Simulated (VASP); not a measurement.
Here is a VASP 6.6.1 calculation.

INCAR

```
PREC = Accurate
ENCUT = 520
EDIFF = 1E-7
ISMEAR = -1
SIGMA = 0.1
LREAL = F
LASPH = T
NELM = 80
ALGO = Normal
ISIF = 2
LWAVE = F
LCHARG = F
GGA = CA
NBANDS = 13
```

File KPOINTS:

```
regular mesh
0
Gamma
  17 17 17
```

POSCAR

```
Se
1.0
   -2.2454759415      2.2454759415      1.1813717184
    2.2454759415     -2.2454759415      1.1813717184
    2.2454759415      2.2454759415     -1.1813717184
Se
2
Direct
   -0.3750000000     -0.1250000000     -0.2500000000
    0.3750000000      0.1250000000      0.2500000000
```

Potentials or basis: VASP PAW LDA potentials, release 64 (Se).

Command:

```console
$ cat potpaw_LDA.64/Se/POTCAR > POTCAR
$ mpirun -np 1 vasp_std > vasp.out
```

Problem. Estimate the band gap on the k mesh.

Solution. Zero (bands 6 and 7 overlap by 8.14 eV).

Problem. Predict the pressure.

Solution. 142.6 GPa.

Caveat: the cell stands under pressure.
